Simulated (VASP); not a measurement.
# MgO (F-43m) in VASP: notebook

Aim: see how the results for MgO move with the level of theory and the settings. Levels: r2SCAN+D3(BJ), r2SCAN, r2SCAN+rVV10. Tasks: single point.

Program: VASP 6.6.1. These are calculated values, not measurements. Logs are shortened: lines on timing, memory, paths and dates and some standing lists are left out, and cuts for length are marked.

### 1 The cell of the first run

It takes space group F-43m (No. 216, cubic). Conventional cell: a = 4.564 Å, b = 4.564 Å, c = 4.564 Å, α = 90.00°, β = 90.00°, γ = 90.00°. Mg (site symmetry -43m) has 4 O at 1.98 Å within 2.6 Å. Within 2.6 Å of O (site symmetry -43m) lie 4 Mg at 1.98 Å.

### 2 Single point, r2SCAN+D3(BJ)

The input, POSCAR:

```
MgO
1.0
    0.0000000000      2.2820056624      2.2820056624
    2.2820056624      0.0000000000      2.2820056624
    2.2820056624      2.2820056624      0.0000000000
Mg O
1 1
Direct
    0.0000000000      0.0000000000      0.0000000000
    0.2500000000      0.2500000000      0.2500000000
```

The input, INCAR.step1:

```
ALGO = Normal ; EDIFF = 1E-4
ENCUT = 520 ; GGA = PE
ISMEAR = 0 ; LASPH = True
LCHARG = False ; LREAL = False
LWAVE = True ; NBANDS = 11
NELM = 80 ; PREC = Accurate
SIGMA = 0.01
```

The input, INCAR.step2:

```
ALGO = Normal ; EDIFF = 1E-6
ENCUT = 520 ; ISIF = 2
ISMEAR = 0 ; ISTART = 1
IVDW = 12 ; LASPH = True
LCHARG = False ; LMIXTAU = True
LREAL = False ; LWAVE = False
METAGGA = R2SCAN ; NBANDS = 11
NELM = 80 ; PREC = Accurate
SIGMA = 0.01 ; VDW_A1 = 0.49484001
VDW_A2 = 5.73083694 ; VDW_S6 = 1.0
VDW_S8 = 0.78981345
```

The input, KPOINTS:

```
k-points
0
Gamma
  6 6 6
```

Potentials or basis: VASP PAW PBE potentials, release 64 (Mg, O).

Run with:

```bash
$ cat potpaw_PBE.64/Mg/POTCAR potpaw_PBE.64/O/POTCAR > POTCAR
$ cp INCAR.step1 INCAR
$ mpirun -np 1 vasp_std > vasp.out
$ cp INCAR.step2 INCAR
$ mpirun -np 1 vasp_std > vasp.out
```

OUTCAR:

```text
EDIFF = 1E-6
   ENCUT = 520
   ISIF = 2
   ISMEAR = 0
   ISTART = 1
   IVDW = 12
   LASPH = True
   LREAL = False
   METAGGA = R2SCAN
   NELM = 80
   PREC = Accurate
 IVDW          = 12

 ion  position               nearest neighbor table
   1  0.000  0.000  0.000-   2 1.98   2 1.98   2 1.98   2 1.98
   2  0.250  0.250  0.250-   1 1.98   1 1.98   1 1.98   1 1.98

  LATTYP: Found a face centered cubic cell.
 ALAT       =     4.5640113248

  Lattice vectors:

 A1 = (   0.0000000000,   2.2820056624,   2.2820056624)
 A2 = (   2.2820056624,   0.0000000000,   2.2820056624)
 A3 = (   2.2820056624,   2.2820056624,   0.0000000000)

Analysis of symmetry for initial positions (statically):
=====================================================================
 Subroutine PRICEL returns:
 Original cell was already a primitive cell.

 Routine SETGRP: Setting up the symmetry group for a
 face centered cubic supercell.

 Subroutine GETGRP returns: Found 24 space group operations
 (whereof 24 operations were pure point group operations)
 out of a pool of 48 trial point group operations.

The static configuration has the point symmetry T_d .

Analysis of symmetry for dynamics (positions and initial velocities):
=====================================================================
 Subroutine PRICEL returns:
 Original cell was already a primitive cell.

 Routine SETGRP: Setting up the symmetry group for a
 face centered cubic supercell.

 Subroutine GETGRP returns: Found 24 space group operations
 (whereof 24 operations were pure point group operations)
 out of a pool of 48 trial point group operations.

The dynamic configuration has the point symmetry T_d .

 Subroutine INISYM returns: Found 24 space group operations
 (whereof 24 operations are pure point group operations),
 and found     1 'primitive' translations

----------------------------------------------------------------------------------------

                                     Primitive cell

  volume of cell :      23.7673

  direct lattice vectors                    reciprocal lattice vectors
     0.000000000  2.282005662  2.282005662    -0.219105504  0.219105504  0.219105504
     2.282005662  0.000000000  2.282005662     0.219105504 -0.219105504  0.219105504
     2.282005662  2.282005662  0.000000000     0.219105504  0.219105504 -0.219105504

  length of vectors
     3.227243357  3.227243357  3.227243357     0.379501865  0.379501865  0.379501865

  position of ions in fractional coordinates (direct lattice)
     0.000000000  0.000000000  0.000000000
     0.250000000  0.250000000  0.250000000

  ion indices of the primitive-cell ions
   primitive index   ion index
                 1           1
                 2           2

----------------------------------------------------------------------------------------

 KPOINTS: k-points

Automatic generation of k-mesh.
 Grid dimensions read from file:
 generate k-points for:    6    6    6

 Generating k-lattice:

  Cartesian coordinates                     Fractional coordinates (reciprocal lattice)
    -0.036517584  0.036517584  0.036517584     0.166666667  0.000000000  0.000000000
     0.036517584 -0.036517584  0.036517584     0.000000000  0.166666667  0.000000000
     0.036517584  0.036517584 -0.036517584     0.000000000  0.000000000  0.166666667

  Length of vectors
     0.063250311  0.063250311  0.063250311

  Shift w.r.t. Gamma in fractional coordinates (k-lattice)
     0.000000000  0.000000000  0.000000000

 Subroutine IBZKPT returns following result:
 ===========================================

 Found     16 irreducible k-points:

 Following reciprocal coordinates:
            Coordinates               Weight
  0.000000  0.000000  0.000000      1.000000
  0.166667  0.000000  0.000000      8.000000
  0.333333  0.000000  0.000000      8.000000
  0.500000  0.000000  0.000000      4.000000
  0.166667  0.166667  0.000000      6.000000
  0.333333  0.166667  0.000000     24.000000
[... 8 lines left out ...]
 -0.333333  0.333333  0.166667     24.000000
 -0.333333  0.500000  0.166667     12.000000
   k-points           NKPTS =     16   k-points in BZ     NKDIM =     16   number of bands    NBANDS=     11
   number of dos      NEDOS =    301   number of ions     NIONS =      2
   total plane-waves  NPLWV =  13824
   dimension x,y,z NGX =    24 NGY =   24 NGZ =   24
   dimension x,y,z NGXF=    48 NGYF=   48 NGZF=   48
   ions per type =               1   1
   NGX,Y,Z   is equivalent  to a cutoff of  12.36, 12.36, 12.36 a.u.
   NGXF,Y,Z  is equivalent  to a cutoff of  24.73, 24.73, 24.73 a.u.
 SYSTEM =  unknown system
   PREC   = accura    normal or accurate (medium, high low for compatibility)
   ISTART =      1    job   : 0-new  1-cont  2-samecut
   ICHARG =      0    charge: 1-file 2-atom 10-const
   ISPIN  =      1    spin polarized calculation?
   LNONCOLLINEAR =      F non collinear calculations
   LSORBIT =      F    spin-orbit coupling
   LASPH  =      T    aspherical Exc in radial PAW
   ENCUT  =  520.0 eV  38.22 Ry    6.18 a.u.   6.00  6.00  6.00*2*pi/ulx,y,z
   NELM   =     80;   NELMIN=  2; NELMDL=  0     # of ELM steps
   EDIFF  = 0.1E-05   stopping-criterion for ELM
   LREAL  =      F    real-space projection
   EDIFFG = 0.1E-04   stopping-criterion for IOM
   NSW    =      0    number of steps for IOM
   IBRION =     -1    ionic relax: 0-MD 1-quasi-New 2-CG
   NFREE  =      0    steps in history (QN), initial steepest desc. (CG)
   ISIF   =      2    stress and relaxation
   ISYM   =      2    0-nonsym 1-usesym 2-fastsym
   POTIM  = 0.5000    time-step for ionic-motion
   TEBEG  =    0.0;   TEEND  =   0.0 temperature during run
   PSTRESS=    0.0 pullay stress
   NELECT =       8.0000    total number of electrons
   NUPDOWN=      -1.0000    fix difference up-down
   EMIN   =  10.00;   EMAX   =-10.00  energy-range for DOS
   EFERMI =   0.00;   METHOD = LEGACY
   ISMEAR =     0;   SIGMA  =   0.01  broadening in eV -4-tet -1-fermi 0-gaus
   EFERMI_NEDOS =   21; number of points for ismear=-14 and -15
   IALGO  =     38    algorithm
   IMIX   =      4    mixing-type and parameters
     AMIX     =   0.40;   BMIX     =  1.00
     AMIX_MAG =   1.60;   BMIX_MAG =  1.00
  volume/ion in A,a.u.               =      11.88        80.19
  Fermi-wavevector in a.u.,A,eV,Ry     =   1.138793  2.152007 17.644708  1.296849
  Thomas-Fermi vector in A             =   2.275497
   LORBIT       =      0    0 simple, 1 ext, 2 COOP (PROOUT), +10 PAW based schemes
   METAGGA = R2SCAN    functional components
   LHFCALC =     F    Hartree Fock is set to
   AEXX    =    0.0000 exact exchange contribution
   IVDW    =    12    specifies the selected vdW correction
   LEPSILON=     F    determine dielectric tensor
   LRPA    =     F    only Hartree local field effects (RPA)
 non-spin polarized calculation
 Gauss-broadening in eV      SIGMA  =   0.01
  energy-cutoff  :      520.00
  volume of cell :       23.77
 maximum number of plane-waves:       650
   NGX = 13   NGY = 13   NGZ = 13

 number of electron       8.0000007 magnetization

 Free energy of the ion-electron system (eV)
  ---------------------------------------------------
  ext. energy  EPLUGINS =         0.00000000
  ---------------------------------------------------
  free energy    TOTEN  =       -15.85373991 eV

  energy without entropy =      -15.85373991  energy(sigma->0) =      -15.85373991

 E-fermi :   0.4878     XC(G=0): -10.1655

 val. band max:        0.3609385452   @ k =   0.0000   0.0000   0.0000
 cond. band min:       4.6826251855   @ k =   0.0000   0.0000   0.0000
 fundamental gap:      4.3216866403
 Fermi energy:         0.4877522846

 k-point     1 :       0.0000    0.0000    0.0000
  band No.  band energies     occupation
      1     -16.4716      2.00000
      2       0.3609      2.00000
      3       0.3609      2.00000
      4       0.3609      2.00000
      5       4.6826      0.00000
      6      18.2779      0.00000
      7      18.2779      0.00000
      8      18.2779      0.00000
      9      21.7561      0.00000
     10      21.7561      0.00000
     11      21.8768      0.00000

 k-point     2 :       0.1667    0.0000    0.0000
  band No.  band energies     occupation
      1     -16.3192      2.00000
      2      -0.6761      2.00000
      3       0.3135      2.00000
      4       0.3135      2.00000
      5       5.9747      0.00000
      6      16.1453      0.00000
      7      17.9197      0.00000
      8      17.9197      0.00000
      9      20.1163      0.00000
     10      20.1164      0.00000
     11      20.9468      0.00000

 k-point     3 :       0.3333    0.0000    0.0000
  band No.  band energies     occupation
      1     -15.9970      2.00000
      2      -2.0846      2.00000
      3       0.2212      2.00000
      4       0.2212      2.00000
      5       8.1575      0.00000
      6      13.0624      0.00000
      7      16.4808      0.00000
      8      16.4808      0.00000
      9      20.8259      0.00000
     10      21.7888      0.00000
     11      21.7888      0.00000

 k-point     4 :       0.5000    0.0000    0.0000
  band No.  band energies     occupation
      1     -15.8263      2.00000
      2      -2.6554      2.00000
      3       0.1763      2.00000
      4       0.1763      2.00000
      5       9.9884      0.00000
      6      10.8975      0.00000
      7      15.9044      0.00000
      8      15.9044      0.00000
      9      21.2267      0.00000
     10      23.4961      0.00000
     11      23.4961      0.00000
[... 127 lines left out ...]
 k-point    14 :       0.5000    0.3333    0.1667
  band No.  band energies     occupation
      1     -15.7899      2.00000
      2      -1.8917      2.00000
      3      -0.6350      2.00000
      4      -0.1005      2.00000
      5       8.7449      0.00000
      6      12.6227      0.00000
      7      14.8186      0.00000
      8      16.7871      0.00000
      9      19.9683      0.00000
     10      23.4723      0.00000
     11      25.8165      0.00000

 k-point    15 :      -0.3333    0.3333    0.1667
  band No.  band energies     occupation
      1     -15.6791      2.00000
      2      -1.8627      2.00000
      3      -0.9913      2.00000
      4      -0.2649      2.00000
      5       9.2143      0.00000
      6      12.1967      0.00000
      7      14.7110      0.00000
      8      16.3949      0.00000
      9      21.3576      0.00000
     10      22.2906      0.00000
     11      27.0901      0.00000

 k-point    16 :      -0.3333    0.5000    0.1667
  band No.  band energies     occupation
      1     -15.6296      2.00000
      2      -1.7583      2.00000
      3      -0.8719      2.00000
      4      -0.6060      2.00000
      5       8.3460      0.00000
      6      12.8673      0.00000
      7      15.4944      0.00000
      8      15.9047      0.00000
      9      20.0454      0.00000
     10      24.4868      0.00000
     11      25.3980      0.00000

------------------------ aborting loop because EDIFF is reached ----------------------------------------

 Edisp (eV)   -0.21747

 E8    (eV) :    -0.0658

  FORCE on cell =-STRESS in cart. coord.  units (eV):
  Direction    XX          YY          ZZ          XY          YZ          ZX
  --------------------------------------------------------------------------------------
  -------------------------------------------------------------------------------------
  Total      -0.30347    -0.30347    -0.30347    -0.00000    -0.00000    -0.00000
  in kB     -20.45742   -20.45742   -20.45742    -0.00000    -0.00000    -0.00000
  external pressure =      -20.46 kB  Pullay stress =        0.00 kB

 VOLUME and BASIS-vectors are now :
 -----------------------------------------------------------------------------
  energy-cutoff  :      520.00
  volume of cell :       23.77
      direct lattice vectors                 reciprocal lattice vectors
     0.000000000  2.282005662  2.282005662    -0.219105504  0.219105504  0.219105504
     2.282005662  0.000000000  2.282005662     0.219105504 -0.219105504  0.219105504
     2.282005662  2.282005662  0.000000000     0.219105504  0.219105504 -0.219105504

 POSITION                                       TOTAL-FORCE (eV/Angst)
 -----------------------------------------------------------------------------------
      0.00000      0.00000      0.00000         0.000000      0.000000      0.000000
      1.14100      1.14100      1.14100        -0.000000     -0.000000     -0.000000
 -----------------------------------------------------------------------------------
    total drift:                                0.000003      0.000003      0.000003

  FREE ENERGIE OF THE ION-ELECTRON SYSTEM (eV)
  ---------------------------------------------------
  free  energy   TOTEN  =       -16.0712069859 eV

  energy  without entropy=      -16.0712069859  energy(sigma->0) =      -16.07120699
```

Run time: 22 s. Hardware: 1 thread of Intel Xeon Platinum 8259CL at 2.50GHz (Skylake/Cascade Lake), shared host; peak memory 0.15 GiB.

Results:

```
Free energy                : -16.0712 eV
Pressure                   : -2.0 GPa
Band gap on the k mesh     : 4.32 eV, direct
Dispersion energy per atom : -0.109 eV
```

Caveat: the PAW data sets were made with another functional, which shifts forces and pressure a little. r2SCAN opens gaps a little over a GGA but as a rule still falls short of measured ones.

(Continued in part 2 of 2.)
